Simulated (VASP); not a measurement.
# WC (P-6m2) in VASP: a series of runs

The runs below take WC through electric field gradients, with PBE.

Everything below comes from runs of VASP 6.6.1. Logs are shortened: lines on timing, memory, paths and dates and some standing lists are left out, and cuts for length are marked.

### Step 1. The cell of the first run

The structure is hexagonal, space group P-6m2 (No. 187). The conventional cell has a = 2.881 Å, b = 2.881 Å, c = 2.810 Å, α = 90.00°, β = 90.00°, γ = 120.00°. Within 2.9 Å of W (site symmetry -6m2) lie 6 C at 2.18 Å and 8 W at 2.81 to 2.88 Å. Within 2.9 Å of C (site symmetry -6m2) lie 6 W at 2.18 Å and 8 C at 2.81 to 2.88 Å.

### Step 2. Electric field gradients, PBE (volume scaled by 0.98)

INCAR

```
SYSTEM = WC
PREC     = Accurate       ! precision mode
ENCUT    = 520            ! plane-wave cutoff, eV
EDIFF    = 1E-8           ! SCF threshold, eV
ISMEAR   = -1             ! smearing method
SIGMA    = 0.05           ! smearing width, eV
LREAL    = .False.        ! projectors in reciprocal space
LASPH    = .True.         ! aspherical terms in the spheres
NELM     = 60             ! most SCF steps
ALGO     = Normal         ! electronic algorithm
ISIF     = 2              ! what is computed and relaxed
LWAVE    = .False.        ! write WAVECAR
LCHARG   = .False.        ! write CHGCAR
GGA      = PE             ! functional
LEFG     = .True.       
NBANDS   = 16             ! bands
```

KPOINTS

```
Automatic mesh
0
Gamma
  13 13 12
  0 0 0
```

POSCAR

```
WC
1.0
    2.8810343969      0.0000000000      0.0000000000
   -1.4405171984      2.4950489769      0.0000000000
    0.0000000000      0.0000000000      2.8100128507
W C
1 1
Direct
    0.0000000000      0.0000000000      0.0000000000
    0.6666666667      0.3333333333      0.5000000000
```

Potentials or basis: VASP PAW PBE potentials, release 64 (W_sv, C).

On the command line:

```
$ cat potpaw_PBE.64/W_sv/POTCAR potpaw_PBE.64/C/POTCAR > POTCAR
$ mpirun -np 1 vasp_std > vasp.out
```

OUTCAR:

```text
SYSTEM = WC
   PREC = Accurate
   ENCUT = 520
   EDIFF = 1E-8
   ISMEAR = -1
   LREAL = .False.
   LASPH = .True.
   NELM = 60
   ISIF = 2
   GGA = PE

 ion  position               nearest neighbor table
   1  0.000  0.000  0.000-   2 2.18   2 2.18   2 2.18   2 2.18   2 2.18   2 2.18
   2  0.667  0.333  0.500-   1 2.18   1 2.18   1 2.18   1 2.18   1 2.18   1 2.18

  LATTYP: Found a hexagonal cell.
 ALAT       =     2.8810343969
 C/A-ratio  =     0.9753485948

  Lattice vectors:

 A1 = (   2.8810343969,   0.0000000000,   0.0000000000)
 A2 = (  -1.4405171984,   2.4950489769,   0.0000000000)
 A3 = (   0.0000000000,   0.0000000000,   2.8100128507)

Analysis of symmetry for initial positions (statically):
=====================================================================
 Subroutine PRICEL returns:
 Original cell was already a primitive cell.

 Routine SETGRP: Setting up the symmetry group for a
 hexagonal supercell.

 Subroutine GETGRP returns: Found 12 space group operations
 (whereof 12 operations were pure point group operations)
 out of a pool of 24 trial point group operations.

The static configuration has the point symmetry D_3h.

Analysis of symmetry for dynamics (positions and initial velocities):
=====================================================================
 Subroutine PRICEL returns:
 Original cell was already a primitive cell.

 Routine SETGRP: Setting up the symmetry group for a
 hexagonal supercell.

 Subroutine GETGRP returns: Found 12 space group operations
 (whereof 12 operations were pure point group operations)
 out of a pool of 24 trial point group operations.

The dynamic configuration has the point symmetry D_3h.

 Subroutine INISYM returns: Found 12 space group operations
 (whereof 12 operations are pure point group operations),
 and found     1 'primitive' translations

----------------------------------------------------------------------------------------

                                     Primitive cell

  volume of cell :      20.1993

  direct lattice vectors                    reciprocal lattice vectors
     2.881034397  0.000000000  0.000000000     0.347097557  0.200396868  0.000000000
    -1.440517198  2.495048977  0.000000000     0.000000000  0.400793736  0.000000000
     0.000000000  0.000000000  2.810012851     0.000000000  0.000000000  0.355870259

  length of vectors
     2.881034397  2.881034397  2.810012851     0.400793736  0.400793736  0.355870259

  position of ions in fractional coordinates (direct lattice)
     0.000000000  0.000000000  0.000000000
     0.666666667  0.333333333  0.500000000

  ion indices of the primitive-cell ions
   primitive index   ion index
                 1           1
                 2           2

----------------------------------------------------------------------------------------

 KPOINTS: Automatic mesh

Automatic generation of k-mesh.
 Grid dimensions read from file:
 generate k-points for:   13   13   12

 Generating k-lattice:

  Cartesian coordinates                     Fractional coordinates (reciprocal lattice)
     0.026699812  0.015415144  0.000000000     0.076923077  0.000000000  0.000000000
     0.000000000  0.030830287  0.000000000     0.000000000  0.076923077  0.000000000
     0.000000000  0.000000000  0.029655855     0.000000000  0.000000000  0.083333333

  Length of vectors
     0.030830287  0.030830287  0.029655855

  Shift w.r.t. Gamma in fractional coordinates (k-lattice)
     0.000000000  0.000000000  0.000000000

 Subroutine IBZKPT returns following result:
 ===========================================

 Found    147 irreducible k-points:

 Following reciprocal coordinates:
            Coordinates               Weight
  0.000000  0.000000  0.000000      1.000000
  0.076923 -0.000000  0.000000      6.000000
  0.153846 -0.000000  0.000000      6.000000
  0.230769 -0.000000  0.000000      6.000000
  0.307692 -0.000000  0.000000      6.000000
  0.384615 -0.000000  0.000000      6.000000
[... 16 lines left out ...]
  0.076923 -0.000000  0.083333     12.000000
  0.153846 -0.000000  0.083333     12.000000
 [... further k-points ...]
   k-points           NKPTS =    147   k-points in BZ     NKDIM =    147   number of bands    NBANDS=     16
   number of dos      NEDOS =    301   number of ions     NIONS =      2
   total plane-waves  NPLWV =  13824
   dimension x,y,z NGX =    24 NGY =   24 NGZ =   24
   dimension x,y,z NGXF=    48 NGYF=   48 NGZF=   48
   ions per type =               1   1
   NGX,Y,Z   is equivalent  to a cutoff of  13.85, 13.85, 14.20 a.u.
   NGXF,Y,Z  is equivalent  to a cutoff of  27.70, 27.70, 28.40 a.u.
 SYSTEM =  WC
   PREC   = accura    normal or accurate (medium, high low for compatibility)
   ISTART =      0    job   : 0-new  1-cont  2-samecut
   ICHARG =      2    charge: 1-file 2-atom 10-const
   ISPIN  =      1    spin polarized calculation?
   LNONCOLLINEAR =      F non collinear calculations
   LSORBIT =      F    spin-orbit coupling
   LASPH  =      T    aspherical Exc in radial PAW
   ENCUT  =  520.0 eV  38.22 Ry    6.18 a.u.   5.36  5.36  5.22*2*pi/ulx,y,z
   NELM   =     60;   NELMIN=  2; NELMDL= -5     # of ELM steps
   EDIFF  = 0.1E-07   stopping-criterion for ELM
   LREAL  =      F    real-space projection
   EDIFFG = 0.1E-06   stopping-criterion for IOM
   NSW    =      0    number of steps for IOM
   IBRION =     -1    ionic relax: 0-MD 1-quasi-New 2-CG
   NFREE  =      0    steps in history (QN), initial steepest desc. (CG)
   ISIF   =      2    stress and relaxation
   ISYM   =      2    0-nonsym 1-usesym 2-fastsym
   POTIM  = 0.5000    time-step for ionic-motion
   TEBEG  =    0.0;   TEEND  =   0.0 temperature during run
   PSTRESS=    0.0 pullay stress
   NELECT =      18.0000    total number of electrons
   NUPDOWN=      -1.0000    fix difference up-down
   EMIN   =  10.00;   EMAX   =-10.00  energy-range for DOS
   EFERMI =   0.00;   METHOD = LEGACY
   ISMEAR =    -1;   SIGMA  =   0.05  broadening in eV -4-tet -1-fermi 0-gaus
   EFERMI_NEDOS =   21; number of points for ismear=-14 and -15
   IALGO  =     38    algorithm
   IMIX   =      4    mixing-type and parameters
     AMIX     =   0.40;   BMIX     =  1.00
     AMIX_MAG =   1.60;   BMIX_MAG =  1.00
  volume/ion in A,a.u.               =      10.10        68.16
  Fermi-wavevector in a.u.,A,eV,Ry     =   1.575386  2.977048 33.767509  2.481842
  Thomas-Fermi vector in A             =   2.676378
   LORBIT       =      0    0 simple, 1 ext, 2 COOP (PROOUT), +10 PAW based schemes
   GGA     = PE    functional components
   LHFCALC =     F    Hartree Fock is set to
   AEXX    =    0.0000 exact exchange contribution
   IVDW    =     0    specifies the selected vdW correction
   LEPSILON=     F    determine dielectric tensor
   LRPA    =     F    only Hartree local field effects (RPA)
 non-spin polarized calculation
  energy-cutoff  :      520.00
  volume of cell :       20.20
 maximum number of plane-waves:       568
 NGX is ok and might be reduce to    24
   NGX = 11   NGY = 11   NGZ = 11

 number of electron      18.0000000 magnetization

 Free energy of the ion-electron system (eV)
  ---------------------------------------------------
  ext. energy  EPLUGINS =         0.00000000
  ---------------------------------------------------
  free energy    TOTEN  =       -22.39986547 eV

  energy without entropy =      -22.39728502  energy(sigma->0) =      -22.39857525

 E-fermi :  11.4875     XC(G=0): -13.9505

 val. band max:       11.4764479399   @ k =   0.4615   0.0769   0.4167
 cond. band min:      11.5464406967   @ k =   0.0000   0.0000   0.0833
 fundamental gap:      0.0699927568
 Fermi energy:        11.4875231797

 k-point     1 :       0.0000    0.0000    0.0000
  band No.  band energies     occupation
      1     -62.4727      2.00000
      2     -26.4500      2.00000
      3     -26.3437      2.00000
      4     -26.3437      2.00000
      5      -3.1897      2.00000
      6       7.0028      2.00000
[... 8 lines left out ...]
     15      26.0966      0.00000
     16      28.4539      0.00000
[... 419 lines left out ...]
 k-point    24 :       0.1538   -0.0000    0.0833
  band No.  band energies     occupation
      1     -62.4555      2.00000
      2     -26.5418      2.00000
      3     -26.4793      2.00000
      4     -26.3844      2.00000
      5      -2.4089      2.00000
      6       6.8193      2.00000
[... 8 lines left out ...]
     15      25.2887      0.00000
     16      29.6201      0.00000

 [... further k-points ...]

------------------------ aborting loop because EDIFF is reached ----------------------------------------

  FORCE on cell =-STRESS in cart. coord.  units (eV):
  Direction    XX          YY          ZZ          XY          YZ          ZX
  --------------------------------------------------------------------------------------
  -------------------------------------------------------------------------------------
  Total        2.2641546      2.2641546      2.4851730      0.0000000     -0.0000000      0.0000000
  in kB      179.5894601    179.5894601    197.1203159      0.0000000     -0.0000000      0.0000000
  external PRESSURE =     185.4330787 kB  Pullay stress =       0.0000000 kB

 VOLUME and BASIS-vectors are now :
 -----------------------------------------------------------------------------
  energy-cutoff  :      520.00
  volume of cell :       20.20
      direct lattice vectors                 reciprocal lattice vectors
     2.881034397  0.000000000  0.000000000     0.347097557  0.200396868  0.000000000
    -1.440517198  2.495048977  0.000000000     0.000000000  0.400793736  0.000000000
     0.000000000  0.000000000  2.810012851     0.000000000  0.000000000  0.355870259

 POSITION                                       TOTAL-FORCE (eV/Angst)
 -----------------------------------------------------------------------------------
      0.00000      0.00000      0.00000         0.000000     -0.000000      0.000000
      1.44052      0.83168      1.40501        -0.000000      0.000000      0.000000
 -----------------------------------------------------------------------------------
    total drift:                                0.000000     -0.000000      0.000000

  FREE ENERGIE OF THE ION-ELECTRON SYSTEM (eV)
  ---------------------------------------------------
  free  energy   TOTEN  =       -22.3998654711 eV

  energy  without entropy=      -22.3972850209  energy(sigma->0) =      -22.39857525

 Electric field gradients (V/A^2)
---------------------------------------------------------------------
 ion       V_xx      V_yy      V_zz      V_xy      V_xz      V_yz
---------------------------------------------------------------------
   1      76.482    76.483  -152.965     0.000     0.000     0.000
   2      -0.228    -0.227     0.455     0.000     0.000     0.000
---------------------------------------------------------------------

 Electric field gradients after diagonalization (V/A^2)
 (convention: |V_zz| > |V_xx| > |V_yy|)
----------------------------------------------------------------------
 ion       V_xx      V_yy      V_zz     asymmetry (V_yy - V_xx)/ V_zz
----------------------------------------------------------------------
   1      76.483    76.482  -152.965       0.000
   2      -0.228    -0.227     0.455       0.002
----------------------------------------------------------------------

           NMR quadrupolar parameters

 Cq : quadrupolar parameter    Cq=e*Q*V_zz/h
 eta: asymmetry parameters     (V_yy - V_xx)/ V_zz
 Q  : nuclear electric quadrupole moment in mb (millibarn)
----------------------------------------------------------------------
 ion       Cq(MHz)       eta       Q (mb)
----------------------------------------------------------------------
   1      -0.370       0.000       1.000
   2       0.001       0.002       1.000
----------------------------------------------------------------------
```

It took 70 s on 1 thread of AMD EPYC 7R43 (Zen 3), shared host; peak memory 0.14 GiB.

What came out:

```
Free energy            : -22.3999 eV
Pressure               : 18.5 GPa
Band gap on the k mesh : zero (band 9 reaches 12.17 eV, above the bottom of band 10 at 10.85 eV)
```

Stress tensor (GPa, compression positive):
```
17.96  0.00  0.00
 0.00 17.96  0.00
 0.00  0.00 19.71
```

Electric field gradients, principal values (V/Å²):
| atom | least | middle | greatest (by size) |
| --- | --- | --- | --- |
| 1 W | 76.482 | 76.483 | -152.965 |
| 2 C | -0.227 | -0.228 | 0.455 |

Caveat: without QUAD_EFG the Cq values of the log hold for a quadrupole moment of 1 mb, not for the nuclei; spin-orbit coupling is left out, which moves the levels of the heavy elements.

(Continued in part 2 of 2.)
